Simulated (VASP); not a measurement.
Wanted: the native input for a VASP 6.6.1 run.

```yaml
Task: G0W0 quasiparticle levels
Functional: PBE
Potentials_or_basis: VASP PAW PBE potentials, release 64 (Mg_GW, O_GW)
Cutoff: 500 eV
k_mesh: 2 × 2 × 2
Occupations: gaussian, width 0.01 eV
Spin: no spin polarisation
Dipole_correction: no
GW_scheme: G0W0
GW_iterations: 1
Cutoff_of_the_response_function: 113.3
Frequency_points: 48
Empty_bands: 86
Further_INCAR_settings: ALGO = EVGW0; EDIFF = 1e-08; NBANDS = 90
```

The system is MgO.

```
Mg O
1.0
     0.00000    2.10550    2.10550
     2.10550    0.00000    2.10550
     2.10550    2.10550    0.00000
Mg O
1 1
Direct
  0.00000 0.00000 0.00000
  0.50000 0.50000 0.50000
```

One way to write it, as run:

POSCAR

```
MgO
1.0
    0.0000000000      2.1055000000      2.1055000000
    2.1055000000      0.0000000000      2.1055000000
    2.1055000000      2.1055000000      0.0000000000
Mg O
1 1
Direct
    0.0000000000      0.0000000000      0.0000000000
    0.5000000000      0.5000000000      0.5000000000
```

INCAR.step1

```
PREC = Accurate ; ENCUT = 500
EDIFF = 1E-8 ; ISMEAR = 0
SIGMA = 0.01 ; LREAL = False
LASPH = True ; NELM = 100
ALGO = Normal ; LWAVE = True
LCHARG = False ; GGA = PE
```

INCAR.step2

```
PREC = Accurate ; ENCUT = 500
EDIFF = 1E-8 ; ISMEAR = 0
SIGMA = 0.01 ; LREAL = False
LASPH = True ; NELM = 1
ALGO = Exact ; LWAVE = True
LCHARG = False ; GGA = PE
NBANDS = 90 ; LOPTICS = True
ISTART = 1
```

INCAR.step3

```
PREC = Accurate ; ENCUT = 500
EDIFF = 1E-8 ; ISMEAR = 0
SIGMA = 0.01 ; LREAL = False
LASPH = True ; ALGO = EVGW0
LWAVE = False ; LCHARG = False
GGA = PE ; NELMGW = 1
NBANDS = 90 ; ENCUTGW = 113.3
NOMEGA = 48 ; PRECFOCK = Fast
ISTART = 1 ; NBANDSGW = 12
```

KPOINTS

```
Automatic mesh
0
Gamma
  2 2 2
```

Potentials or basis: VASP PAW PBE potentials, release 64 (Mg_GW, O_GW).

Run with:

```console
$ cat potpaw_PBE.64/Mg_GW/POTCAR potpaw_PBE.64/O_GW/POTCAR > POTCAR
$ cp INCAR.step1 INCAR
$ mpirun -np 1 vasp_std > vasp.out
$ cp INCAR.step2 INCAR
$ mpirun -np 1 vasp_std > vasp.out
$ cp INCAR.step3 INCAR
$ mpirun -np 1 vasp_std > vasp.out
```

Results of the run:

```
Band gap on the k mesh, mean-field level : 4.48 eV, direct
Quasiparticle gap                        : 6.38 eV
Least direct quasiparticle gap           : 6.38 eV
```

Caveat: the k points lie up to 1.29 Å⁻¹ apart; bands, screening cutoff and mesh are small and nothing is extrapolated, so the quasiparticle values aren't converged.

Wall time 24 s on 1 thread of AMD EPYC 7R13, with other jobs on the host, peak memory 0.11 GiB.
